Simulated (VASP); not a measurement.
Runs of VASP 6.6.1 on BN. The structure is that of space group F-43m (No. 216), or close to it. The cells are those of the table. 

```csv
cell,gap on the mesh (eV),pressure (GPa),largest force (eV/Å)
"a = 2.569 Å, angles 59.3°, 2 atoms",4.33,-2.2,0.03
"a = 2.531 Å, angles 61.3°, 2 atoms",4.27,-1.8,0.13
"a = 2.543 Å, angles 60.7°, 2 atoms",4.31,-2.2,0.05
"a = 2.582 Å, angles 58.7°, 2 atoms",4.29,-1.8,0.03
"a = 2.595, b = 2.595, c = 2.633 Å, angles 59.5, 59.5, 61.0°, 2 atoms",3.80,(b),-
"a = 2.518 Å, angles 62.0°, 2 atoms",4.23,-1.1,0.23
"a = 2.582, b = 2.582, c = 2.607 Å, angles 59.7, 59.7, 60.7°, 2 atoms",3.97,-16.3,-
"a = 2.569, b = 2.569, c = 2.582 Å, angles 59.8, 59.8, 60.3°, 2 atoms",4.16,(a),-
```

Alike in all rows: task electric field gradients; level PBEsol; potentials or basis VASP PAW PBE potentials, release 64 (B, N); no spin polarisation; k mesh 13 × 13 × 13; cutoff (eV) 520; smearing fermi-dirac 0.03 eV.

Task: Fill in the values left out.

Result: (a) -9.6; (b) -22.4.

Caveats: the PAW data sets were made with another functional, which shifts forces and pressure a little; an odd mesh through Γ misses points on the zone boundary, where band edges can lie; the cell stands under tension (at least some runs).
